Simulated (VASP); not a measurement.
# ZnO (wurtzite type) (P6_3mc) in VASP: further runs

ZnO (wurtzite type) is run at these levels: PBE; tasks: single point, relaxation of cell and atoms.

Everything below comes from runs of VASP 6.6.1. Logs are shortened: lines on timing, memory, paths and dates and some standing lists are left out, and cuts for length are marked.

### 1 The cell of the first run

The structure is hexagonal, space group P6_3mc (No. 186). Conventional cell: a = 3.090 Å, b = 3.090 Å, c = 4.991 Å, α = 90.00°, β = 90.00°, γ = 120.00°. Zn (site symmetry 3m) has 4 O at 1.88 to 1.89 Å within 2.5 Å. O (site symmetry 3m) has 4 Zn at 1.88 to 1.89 Å within 2.5 Å.

### 2 Single point, PBE

INCAR

```
ALGO = Normal ; EDIFF = 1E-6
ENCUT = 520 ; GGA = PE
ISIF = 2 ; ISMEAR = -1
LASPH = T ; LCHARG = F
LREAL = F ; LWAVE = F
NBANDS = 26 ; NELM = 100
PREC = Accurate ; SIGMA = 0.05
```

KPOINTS

```
k-points
0
Gamma
  12 12 7
```

POSCAR

```
ZnO
1.0
    3.0901930573      0.0000000000      0.0000000000
   -1.5450965287      2.6761856903      0.0000000000
    0.0000000000      0.0000000000      4.9905157067
Zn O
2 2
Direct
    0.3333333333      0.6666666667     -0.0013225683
    0.6666666667      0.3333333333      0.4986774317
    0.3333333333      0.6666666667      0.3773225683
    0.6666666667      0.3333333333      0.8773225683
```

Potentials or basis: VASP PAW PBE potentials, release 64 (Zn, O).

Launch:

```bash
> cat potpaw_PBE.64/Zn/POTCAR potpaw_PBE.64/O/POTCAR > POTCAR
> mpirun -np 1 vasp_std > vasp.out
```

OUTCAR:

```text
EDIFF = 1E-6
   ENCUT = 520
   GGA = PE
   ISIF = 2
   ISMEAR = -1
   LASPH = T
   LREAL = F
   NELM = 100
   PREC = Accurate

 ion  position               nearest neighbor table
   1  0.333  0.667  0.999-   4 1.88   4 1.88   4 1.88   3 1.89
   2  0.667  0.333  0.499-   3 1.88   3 1.88   3 1.88   4 1.89
   3  0.333  0.667  0.377-   2 1.88   2 1.88   2 1.88   1 1.89
   4  0.667  0.333  0.877-   1 1.88   1 1.88   1 1.88   2 1.89

  LATTYP: Found a hexagonal cell.
 ALAT       =     3.0901930573
 C/A-ratio  =     1.6149527276

  Lattice vectors:

 A1 = (   3.0901930573,   0.0000000000,   0.0000000000)
 A2 = (  -1.5450965287,   2.6761856903,   0.0000000000)
 A3 = (   0.0000000000,   0.0000000000,   4.9905157067)

Analysis of symmetry for initial positions (statically):
=====================================================================
 Subroutine PRICEL returns:
 Original cell was already a primitive cell.

 Routine SETGRP: Setting up the symmetry group for a
 hexagonal supercell.

 Subroutine GETGRP returns: Found 12 space group operations
 (whereof  6 operations were pure point group operations)
 out of a pool of 24 trial point group operations.

The static configuration has the point symmetry C_3v.
 The point group associated with its full space group is C_6v.

Analysis of symmetry for dynamics (positions and initial velocities):
=====================================================================
 Subroutine PRICEL returns:
 Original cell was already a primitive cell.

 Routine SETGRP: Setting up the symmetry group for a
 hexagonal supercell.

 Subroutine GETGRP returns: Found 12 space group operations
 (whereof  6 operations were pure point group operations)
 out of a pool of 24 trial point group operations.

The dynamic configuration has the point symmetry C_3v.
 The point group associated with its full space group is C_6v.

 Subroutine INISYM returns: Found 12 space group operations
 (whereof  6 operations are pure point group operations),
 and found     1 'primitive' translations

----------------------------------------------------------------------------------------

                                     Primitive cell

  volume of cell :      41.2712

  direct lattice vectors                    reciprocal lattice vectors
     3.090193057  0.000000000  0.000000000     0.323604377  0.186833074  0.000000000
    -1.545096529  2.676185690  0.000000000     0.000000000  0.373666149  0.000000000
     0.000000000  0.000000000  4.990515707     0.000000000  0.000000000  0.200380093

  length of vectors
     3.090193057  3.090193057  4.990515707     0.373666149  0.373666149  0.200380093

  position of ions in fractional coordinates (direct lattice)
     0.333333333  0.666666667  0.998677432
     0.666666667  0.333333333  0.498677432
     0.333333333  0.666666667  0.377322568
     0.666666667  0.333333333  0.877322568

  ion indices of the primitive-cell ions
   primitive index   ion index
                 1           1
                 2           2
                 3           3
                 4           4

----------------------------------------------------------------------------------------

 KPOINTS: k-points

Automatic generation of k-mesh.
 Grid dimensions read from file:
 generate k-points for:   12   12    7

 Generating k-lattice:

  Cartesian coordinates                     Fractional coordinates (reciprocal lattice)
     0.026967031  0.015569423  0.000000000     0.083333333 -0.000000000  0.000000000
     0.000000000  0.031138846  0.000000000     0.000000000  0.083333333  0.000000000
     0.000000000  0.000000000  0.028625728     0.000000000  0.000000000  0.142857143

  Length of vectors
     0.031138846  0.031138846  0.028625728

  Shift w.r.t. Gamma in fractional coordinates (k-lattice)
     0.000000000  0.000000000  0.000000000

 Subroutine IBZKPT returns following result:
 ===========================================

 Found     76 irreducible k-points:

 Following reciprocal coordinates:
            Coordinates               Weight
  0.000000  0.000000  0.000000      1.000000
  0.083333 -0.000000  0.000000      6.000000
  0.166667 -0.000000  0.000000      6.000000
  0.250000 -0.000000  0.000000      6.000000
  0.333333 -0.000000  0.000000      6.000000
  0.416667  0.000000  0.000000      6.000000
[... 16 lines left out ...]
  0.250000 -0.000000  0.142857     12.000000
  0.333333 -0.000000  0.142857     12.000000
 [... further k-points ...]
   k-points           NKPTS =     76   k-points in BZ     NKDIM =     76   number of bands    NBANDS=     26
   number of dos      NEDOS =    301   number of ions     NIONS =      4
   total plane-waves  NPLWV =  23040
   dimension x,y,z NGX =    24 NGY =   24 NGZ =   40
   dimension x,y,z NGXF=    48 NGYF=   48 NGZF=   80
   ions per type =               2   2
   NGX,Y,Z   is equivalent  to a cutoff of  12.91, 12.91, 13.32 a.u.
   NGXF,Y,Z  is equivalent  to a cutoff of  25.82, 25.82, 26.65 a.u.
 SYSTEM =  unknown system
   PREC   = accura    normal or accurate (medium, high low for compatibility)
   ISTART =      0    job   : 0-new  1-cont  2-samecut
   ICHARG =      2    charge: 1-file 2-atom 10-const
   ISPIN  =      1    spin polarized calculation?
   LNONCOLLINEAR =      F non collinear calculations
   LSORBIT =      F    spin-orbit coupling
   LASPH  =      T    aspherical Exc in radial PAW
   ENCUT  =  520.0 eV  38.22 Ry    6.18 a.u.   5.75  5.75  9.28*2*pi/ulx,y,z
   NELM   =    100;   NELMIN=  2; NELMDL= -5     # of ELM steps
   EDIFF  = 0.1E-05   stopping-criterion for ELM
   LREAL  =      F    real-space projection
   EDIFFG = 0.1E-04   stopping-criterion for IOM
   NSW    =      0    number of steps for IOM
   IBRION =     -1    ionic relax: 0-MD 1-quasi-New 2-CG
   NFREE  =      0    steps in history (QN), initial steepest desc. (CG)
   ISIF   =      2    stress and relaxation
   ISYM   =      2    0-nonsym 1-usesym 2-fastsym
   POTIM  = 0.5000    time-step for ionic-motion
   TEBEG  =    0.0;   TEEND  =   0.0 temperature during run
   PSTRESS=    0.0 pullay stress
   NELECT =      36.0000    total number of electrons
   NUPDOWN=      -1.0000    fix difference up-down
   EMIN   =  10.00;   EMAX   =-10.00  energy-range for DOS
   EFERMI =   0.00;   METHOD = LEGACY
   ISMEAR =    -1;   SIGMA  =   0.05  broadening in eV -4-tet -1-fermi 0-gaus
   EFERMI_NEDOS =   21; number of points for ismear=-14 and -15
   IALGO  =     38    algorithm
   IMIX   =      4    mixing-type and parameters
     AMIX     =   0.40;   BMIX     =  1.00
     AMIX_MAG =   1.60;   BMIX_MAG =  1.00
  volume/ion in A,a.u.               =      10.32        69.63
  Fermi-wavevector in a.u.,A,eV,Ry     =   1.564203  2.955916 33.289815  2.446732
  Thomas-Fermi vector in A             =   2.666862
   LORBIT       =      0    0 simple, 1 ext, 2 COOP (PROOUT), +10 PAW based schemes
   GGA     = PE    functional components
   LHFCALC =     F    Hartree Fock is set to
   AEXX    =    0.0000 exact exchange contribution
   IVDW    =     0    specifies the selected vdW correction
   LEPSILON=     F    determine dielectric tensor
   LRPA    =     F    only Hartree local field effects (RPA)
 non-spin polarized calculation
  energy-cutoff  :      520.00
  volume of cell :       41.27
 maximum number of plane-waves:      1128
 NGX is ok and might be reduce to    24
   NGX = 11   NGY = 11   NGZ = 19

 number of electron      36.0000019 magnetization

 Free energy of the ion-electron system (eV)
  ---------------------------------------------------
  ext. energy  EPLUGINS =         0.00000000
  ---------------------------------------------------
  free energy    TOTEN  =       -17.05938970 eV

  energy without entropy =      -17.05938936  energy(sigma->0) =      -17.05938953

 E-fermi :   3.1757     XC(G=0): -11.6969

 val. band max:        2.6344820313   @ k =   0.0000   0.0000   0.0000
 cond. band min:       3.6156794986   @ k =   0.0000   0.0000   0.0000
 fundamental gap:      0.9811974673
 Fermi energy:         3.1756608468

 k-point     1 :       0.0000    0.0000    0.0000
  band No.  band energies     occupation
      1     -16.7497      2.00000
      2     -15.7885      2.00000
      3      -4.2531      2.00000
      4      -3.9017      2.00000
      5      -3.9017      2.00000
      6      -3.8468      2.00000
[... 18 lines left out ...]
     25      17.7768      0.00000
     26      17.7768      0.00000

 k-point     2 :       0.0833   -0.0000    0.0000
  band No.  band energies     occupation
      1     -16.6990      2.00000
      2     -15.7655      2.00000
      3      -4.1873      2.00000
      4      -3.9638      2.00000
      5      -3.8741      2.00000
      6      -3.8148      2.00000
[... 18 lines left out ...]
     25      17.6356      0.00000
     26      17.9039      0.00000

 k-point     3 :       0.1667   -0.0000    0.0000
  band No.  band energies     occupation
      1     -16.5559      2.00000
      2     -15.7041      2.00000
      3      -4.1686      2.00000
      4      -3.9470      2.00000
      5      -3.8010      2.00000
      6      -3.7772      2.00000
[... 18 lines left out ...]
     25      17.5388      0.00000
     26      18.0193      0.00000

 k-point     4 :       0.2500   -0.0000    0.0000
  band No.  band energies     occupation
      1     -16.3471      2.00000
      2     -15.6262      2.00000
      3      -4.3250      2.00000
      4      -3.8863      2.00000
      5      -3.7108      2.00000
      6      -3.6666      2.00000
[... 18 lines left out ...]
     25      16.8685      0.00000
     26      17.8105      0.00000

 k-point     5 :       0.3333   -0.0000    0.0000
  band No.  band energies     occupation
      1     -16.1155      2.00000
      2     -15.5618      2.00000
      3      -4.4243      2.00000
      4      -3.9769      2.00000
      5      -3.6370      2.00000
      6      -3.4901      2.00000
[... 18 lines left out ...]
     25      16.8314      0.00000
     26      17.7798      0.00000

 k-point     6 :       0.4167    0.0000    0.0000
  band No.  band energies     occupation
      1     -15.9181      2.00000
      2     -15.5360      2.00000
      3      -4.4098      2.00000
      4      -4.1091      2.00000
      5      -3.5955      2.00000
      6      -3.3479      2.00000
[... 427 lines left out ...]
 k-point    21 :       0.0833   -0.0000    0.1429
  band No.  band energies     occupation
      1     -16.6555      2.00000
      2     -15.8147      2.00000
      3      -4.2497      2.00000
      4      -3.9968      2.00000
      5      -3.8673      2.00000
      6      -3.8342      2.00000
[... 18 lines left out ...]
     25      17.0606      0.00000
     26      17.6895      0.00000

 k-point    22 :       0.1667   -0.0000    0.1429
  band No.  band energies     occupation
      1     -16.5156      2.00000
      2     -15.7480      2.00000
      3      -4.2171      2.00000
      4      -4.0701      2.00000
      5      -3.7923      2.00000
      6      -3.7617      2.00000
[... 18 lines left out ...]
     25      16.7671      0.00000
     26      17.8043      0.00000

 k-point    23 :       0.2500   -0.0000    0.1429
  band No.  band energies     occupation
      1     -16.3119      2.00000
      2     -15.6619      2.00000
      3      -4.3593      2.00000
      4      -4.0435      2.00000
      5      -3.6981      2.00000
      6      -3.6530      2.00000
[... 18 lines left out ...]
     25      16.8613      0.00000
     26      17.6959      0.00000

 k-point    24 :       0.3333   -0.0000    0.1429
  band No.  band energies     occupation
      1     -16.0871      2.00000
      2     -15.5878      2.00000
      3      -4.4591      2.00000
      4      -4.1008      2.00000
      5      -3.6189      2.00000
      6      -3.5033      2.00000
[... 18 lines left out ...]
     25      16.8532      0.00000
     26      17.7114      0.00000

 [... further k-points ...]

------------------------ aborting loop because EDIFF is reached ----------------------------------------

  FORCE on cell =-STRESS in cart. coord.  units (eV):
  Direction    XX          YY          ZZ          XY          YZ          ZX
  --------------------------------------------------------------------------------------
  -------------------------------------------------------------------------------------
  Total        9.2394604      9.2394604      9.2406974     -0.0000000      0.0000000      0.0000000
  in kB      358.6822676    358.6822676    358.7302899     -0.0000000      0.0000000      0.0000000
  external PRESSURE =     358.6982750 kB  Pullay stress =       0.0000000 kB

 VOLUME and BASIS-vectors are now :
 -----------------------------------------------------------------------------
  energy-cutoff  :      520.00
  volume of cell :       41.27
      direct lattice vectors                 reciprocal lattice vectors
     3.090193057  0.000000000  0.000000000     0.323604377  0.186833074  0.000000000
    -1.545096529  2.676185690  0.000000000     0.000000000  0.373666149  0.000000000
     0.000000000  0.000000000  4.990515707     0.000000000  0.000000000  0.200380093

 POSITION                                       TOTAL-FORCE (eV/Angst)
 -----------------------------------------------------------------------------------
     -0.00000      1.78412      4.98392         0.000000     -0.000000      0.001682
      1.54510      0.89206      2.48866        -0.000000     -0.000000      0.001682
     -0.00000      1.78412      1.88303         0.000000     -0.000000     -0.001682
      1.54510      0.89206      4.37829        -0.000000      0.000000     -0.001682
 -----------------------------------------------------------------------------------
    total drift:                               -0.000000      0.000000      0.001193

  FREE ENERGIE OF THE ION-ELECTRON SYSTEM (eV)
  ---------------------------------------------------
  free  energy   TOTEN  =       -17.0593896991 eV

  energy  without entropy=      -17.0593893552  energy(sigma->0) =      -17.05938953
```

It took 54 s on 1 thread of Intel Xeon 6975P-C, shared host; peak memory 0.2 GiB.

What came out:

```
Free energy            : -17.0594 eV
Pressure               : 35.9 GPa
Band gap on the k mesh : 0.98 eV, direct
```

A k mesh can miss the band edges. A hybrid or GW would open this gap; PBE tends to underestimate it.

[end of part 1 of 2]
